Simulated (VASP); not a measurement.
# GaAs (F-43m) in VASP: notebook, part 2 of 2

VASP 6.6.1.

**3. Single point, PBEsol**

INCAR

```
SYSTEM = GaAs
PREC     = Accurate       ! precision mode
ENCUT    = 500            ! plane-wave cutoff, eV
EDIFF    = 1E-6           ! SCF threshold, eV
ISMEAR   = 0              ! smearing method
SIGMA    = 0.01           ! smearing width, eV
LREAL    = .FALSE.        ! projectors in reciprocal space
LASPH    = .TRUE.         ! aspherical terms in the spheres
NELM     = 120            ! most SCF steps
ALGO     = Normal         ! electronic algorithm
ISIF     = 2              ! what is computed and relaxed
LWAVE    = .FALSE.        ! write WAVECAR
LCHARG   = .FALSE.        ! write CHGCAR
GGA      = PS             ! functional
NBANDS   = 16             ! bands
GGA_COMPAT= .FALSE.
```

KPOINTS

```
Automatic mesh
0
G
  10 10 10
  0 0 0
```

POSCAR

```
GaAs
1.0
    0.0000000000      2.8297139657      2.8297139657
    2.8297139657      0.0000000000      2.8297139657
    2.8297139657      2.8297139657      0.0000000000
Ga As
1 1
Direct
    0.0000000000      0.0000000000      0.0000000000
    0.2500000000      0.2500000000      0.2500000000
```

Potentials or basis: VASP PAW PBE potentials, release 64 (Ga_d, As).

The run is started by

```console
$ cat potpaw_PBE.64/Ga_d/POTCAR potpaw_PBE.64/As/POTCAR > POTCAR
$ mpirun -np 1 vasp_std > vasp.out
```

OUTCAR:

```text
SYSTEM = GaAs
   PREC = Accurate
   ENCUT = 500
   EDIFF = 1E-6
   ISMEAR = 0
   LREAL = .FALSE.
   LASPH = .TRUE.
   NELM = 120
   ISIF = 2
   GGA = PS

 ion  position               nearest neighbor table
   1  0.000  0.000  0.000-   2 2.45   2 2.45   2 2.45   2 2.45
   2  0.250  0.250  0.250-   1 2.45   1 2.45   1 2.45   1 2.45

  LATTYP: Found a face centered cubic cell.
 ALAT       =     5.6594279314

  Lattice vectors:

 A1 = (   0.0000000000,   2.8297139657,   2.8297139657)
 A2 = (   2.8297139657,   0.0000000000,   2.8297139657)
 A3 = (   2.8297139657,   2.8297139657,   0.0000000000)

Analysis of symmetry for initial positions (statically):
=====================================================================
 Subroutine PRICEL returns:
 Original cell was already a primitive cell.

 Routine SETGRP: Setting up the symmetry group for a
 face centered cubic supercell.

 Subroutine GETGRP returns: Found 24 space group operations
 (whereof 24 operations were pure point group operations)
 out of a pool of 48 trial point group operations.

The static configuration has the point symmetry T_d .

Analysis of symmetry for dynamics (positions and initial velocities):
=====================================================================
 Subroutine PRICEL returns:
 Original cell was already a primitive cell.

 Routine SETGRP: Setting up the symmetry group for a
 face centered cubic supercell.

 Subroutine GETGRP returns: Found 24 space group operations
 (whereof 24 operations were pure point group operations)
 out of a pool of 48 trial point group operations.

The dynamic configuration has the point symmetry T_d .

 Subroutine INISYM returns: Found 24 space group operations
 (whereof 24 operations are pure point group operations),
 and found     1 'primitive' translations

----------------------------------------------------------------------------------------

                                     Primitive cell

  volume of cell :      45.3166

  direct lattice vectors                    reciprocal lattice vectors
     0.000000000  2.829713966  2.829713966    -0.176696304  0.176696304  0.176696304
     2.829713966  0.000000000  2.829713966     0.176696304 -0.176696304  0.176696304
     2.829713966  2.829713966  0.000000000     0.176696304  0.176696304 -0.176696304

  length of vectors
     4.001819868  4.001819868  4.001819868     0.306046977  0.306046977  0.306046977

  position of ions in fractional coordinates (direct lattice)
     0.000000000  0.000000000  0.000000000
     0.250000000  0.250000000  0.250000000

  ion indices of the primitive-cell ions
   primitive index   ion index
                 1           1
                 2           2

----------------------------------------------------------------------------------------

 KPOINTS: Automatic mesh

Automatic generation of k-mesh.
 Grid dimensions read from file:
 generate k-points for:   10   10   10

 Generating k-lattice:

  Cartesian coordinates                     Fractional coordinates (reciprocal lattice)
    -0.017669630  0.017669630  0.017669630     0.100000000  0.000000000  0.000000000
     0.017669630 -0.017669630  0.017669630     0.000000000  0.100000000  0.000000000
     0.017669630  0.017669630 -0.017669630     0.000000000  0.000000000  0.100000000

  Length of vectors
     0.030604698  0.030604698  0.030604698

  Shift w.r.t. Gamma in fractional coordinates (k-lattice)
     0.000000000  0.000000000  0.000000000

 Subroutine IBZKPT returns following result:
 ===========================================

 Found     47 irreducible k-points:

 Following reciprocal coordinates:
            Coordinates               Weight
  0.000000  0.000000  0.000000      1.000000
  0.100000  0.000000  0.000000      8.000000
  0.200000  0.000000  0.000000      8.000000
  0.300000  0.000000  0.000000      8.000000
  0.400000  0.000000  0.000000      8.000000
  0.500000  0.000000  0.000000      4.000000
[... 16 lines left out ...]
  0.300000  0.300000  0.000000      6.000000
  0.400000  0.300000  0.000000     24.000000
 [... further k-points ...]
   k-points           NKPTS =     47   k-points in BZ     NKDIM =     47   number of bands    NBANDS=     16
   number of dos      NEDOS =    301   number of ions     NIONS =      2
   total plane-waves  NPLWV =  27000
   dimension x,y,z NGX =    30 NGY =   30 NGZ =   30
   dimension x,y,z NGXF=    60 NGYF=   60 NGZF=   60
   ions per type =               1   1
   NGX,Y,Z   is equivalent  to a cutoff of  12.46, 12.46, 12.46 a.u.
   NGXF,Y,Z  is equivalent  to a cutoff of  24.93, 24.93, 24.93 a.u.
 SYSTEM =  GaAs
   PREC   = accura    normal or accurate (medium, high low for compatibility)
   ISTART =      0    job   : 0-new  1-cont  2-samecut
   ICHARG =      2    charge: 1-file 2-atom 10-const
   ISPIN  =      1    spin polarized calculation?
   LNONCOLLINEAR =      F non collinear calculations
   LSORBIT =      F    spin-orbit coupling
   LASPH  =      T    aspherical Exc in radial PAW
   ENCUT  =  500.0 eV  36.75 Ry    6.06 a.u.   7.30  7.30  7.30*2*pi/ulx,y,z
   NELM   =    120;   NELMIN=  2; NELMDL= -5     # of ELM steps
   EDIFF  = 0.1E-05   stopping-criterion for ELM
   LREAL  =      F    real-space projection
   EDIFFG = 0.1E-04   stopping-criterion for IOM
   NSW    =      0    number of steps for IOM
   IBRION =     -1    ionic relax: 0-MD 1-quasi-New 2-CG
   NFREE  =      0    steps in history (QN), initial steepest desc. (CG)
   ISIF   =      2    stress and relaxation
   ISYM   =      2    0-nonsym 1-usesym 2-fastsym
   POTIM  = 0.5000    time-step for ionic-motion
   TEBEG  =    0.0;   TEEND  =   0.0 temperature during run
   PSTRESS=    0.0 pullay stress
   NELECT =      18.0000    total number of electrons
   NUPDOWN=      -1.0000    fix difference up-down
   EMIN   =  10.00;   EMAX   =-10.00  energy-range for DOS
   EFERMI =   0.00;   METHOD = LEGACY
   ISMEAR =     0;   SIGMA  =   0.01  broadening in eV -4-tet -1-fermi 0-gaus
   EFERMI_NEDOS =   21; number of points for ismear=-14 and -15
   IALGO  =     38    algorithm
   IMIX   =      4    mixing-type and parameters
     AMIX     =   0.40;   BMIX     =  1.00
     AMIX_MAG =   1.60;   BMIX_MAG =  1.00
  volume/ion in A,a.u.               =      22.66       152.91
  Fermi-wavevector in a.u.,A,eV,Ry     =   1.203409  2.274113 19.703854  1.448192
  Thomas-Fermi vector in A             =   2.339163
   LORBIT       =      0    0 simple, 1 ext, 2 COOP (PROOUT), +10 PAW based schemes
   GGA     = PS    functional components
   LHFCALC =     F    Hartree Fock is set to
   AEXX    =    0.0000 exact exchange contribution
   IVDW    =     0    specifies the selected vdW correction
   LEPSILON=     F    determine dielectric tensor
   LRPA    =     F    only Hartree local field effects (RPA)
 non-spin polarized calculation
 Gauss-broadening in eV      SIGMA  =   0.01
  energy-cutoff  :      500.00
  volume of cell :       45.32
 maximum number of plane-waves:      1179
 NGX is ok and might be reduce to    30
   NGX = 15   NGY = 15   NGZ = 15

 number of electron      17.9999993 magnetization

 Free energy of the ion-electron system (eV)
  ---------------------------------------------------
  ext. energy  EPLUGINS =         0.00000000
  ---------------------------------------------------
  free energy    TOTEN  =        -9.09145334 eV

  energy without entropy =       -9.09145334  energy(sigma->0) =       -9.09145334

 E-fermi :   3.8692     XC(G=0):  -9.7595

 val. band max:        3.7754445928   @ k =   0.0000   0.0000   0.0000
 cond. band min:       4.2087807080   @ k =   0.0000   0.0000   0.0000
 fundamental gap:      0.4333361152
 Fermi energy:         3.8691617157

 k-point     1 :       0.0000    0.0000    0.0000
  band No.  band energies     occupation
      1     -10.9931      2.00000
      2     -10.9931      2.00000
      3     -10.9931      2.00000
      4     -10.9138      2.00000
      5     -10.9138      2.00000
      6      -8.9550      2.00000
[... 8 lines left out ...]
     15      13.8774      0.00000
     16      13.8774      0.00000
[... 419 lines left out ...]
 k-point    24 :       0.4000    0.3000    0.0000
  band No.  band energies     occupation
      1     -11.0856      2.00000
      2     -10.9570      2.00000
      3     -10.9555      2.00000
      4     -10.9317      2.00000
      5     -10.9042      2.00000
      6      -7.2174      2.00000
[... 8 lines left out ...]
     15      16.0119      0.00000
     16      16.4783      0.00000

 [... further k-points ...]

------------------------ aborting loop because EDIFF is reached ----------------------------------------

  FORCE on cell =-STRESS in cart. coord.  units (eV):
  Direction    XX          YY          ZZ          XY          YZ          ZX
  --------------------------------------------------------------------------------------
  -------------------------------------------------------------------------------------
  Total        0.0387964      0.0387964      0.0387964     -0.0000000      0.0000000     -0.0000000
  in kB        1.3716548      1.3716548      1.3716548     -0.0000000      0.0000000     -0.0000000
  external PRESSURE =       1.3716548 kB  Pullay stress =       0.0000000 kB

 VOLUME and BASIS-vectors are now :
 -----------------------------------------------------------------------------
  energy-cutoff  :      500.00
  volume of cell :       45.32
      direct lattice vectors                 reciprocal lattice vectors
     0.000000000  2.829713966  2.829713966    -0.176696304  0.176696304  0.176696304
     2.829713966  0.000000000  2.829713966     0.176696304 -0.176696304  0.176696304
     2.829713966  2.829713966  0.000000000     0.176696304  0.176696304 -0.176696304

 POSITION                                       TOTAL-FORCE (eV/Angst)
 -----------------------------------------------------------------------------------
      0.00000      0.00000      0.00000        -0.000000     -0.000000     -0.000000
      1.41486      1.41486      1.41486         0.000000      0.000000      0.000000
 -----------------------------------------------------------------------------------
    total drift:                               -0.000000     -0.000000      0.000000

  FREE ENERGIE OF THE ION-ELECTRON SYSTEM (eV)
  ---------------------------------------------------
  free  energy   TOTEN  =        -9.0914533351 eV

  energy  without entropy=       -9.0914533351  energy(sigma->0) =       -9.09145334
```

Wall time 33 s (1 thread of AMD EPYC 7R43 (Zen 3), shared host); peak memory 0.15 GiB.

What came out:

| Quantity | Value |
| --- | --- |
| Free energy | -9.0915 eV |
| Pressure | 0.1 GPa |
| Band gap on the k mesh | 0.43 eV |

Levels at points of the mesh, in eV from the valence-band top:
```
           k point  band 5  band 6  band 7  band 8  band 9  band 10  band 11  band 12  band 13  band 14
(0.00, 0.00, 0.00)  -14.69  -12.73    0.00    0.00    0.00     0.43     3.69     3.69     3.69     7.38
(0.50, 0.00, 0.00)  -14.69  -10.96   -6.66   -1.14   -1.14     0.92     4.58     4.58     7.58    10.25
(0.50, 0.50, 0.00)  -14.68  -10.22   -6.84   -2.69   -2.69     1.36     1.57    10.10    10.10    10.85
```

Caveat: the PAW data sets were made with another functional, which shifts forces and pressure a little.
